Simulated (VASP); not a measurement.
A run of VASP 6.6.1 is set up as follows.

The input INCAR:

```
SYSTEM = La
PREC = Accurate ; ENCUT = 520
EDIFF = 1E-6 ; ISMEAR = -1
SIGMA = 0.1 ; LREAL = .FALSE.
LASPH = .TRUE. ; NELM = 60
ALGO = Normal ; ISIF = 2
LWAVE = .FALSE. ; LCHARG = .FALSE.
NBANDS = 12
```

File KPOINTS:

```
Automatic mesh
0
G
  12 12 12
  0 0 0
```

File POSCAR:

```
La
1.0
    0.0000000000      2.4142888510      2.4142888510
    2.4142888510      0.0000000000      2.4142888510
    2.4142888510      2.4142888510      0.0000000000
La
1
Direct
    0.0000000000      0.0000000000      0.0000000000
```

Potentials or basis: VASP PAW LDA potentials, release 64 (La).

Command:

```sh
$ cat potpaw_LDA.64/La/POTCAR > POTCAR
$ mpirun -np 1 vasp_std > vasp.out
```

(1) Estimate the pressure.

## Answers

(1) 4.6 GPa.
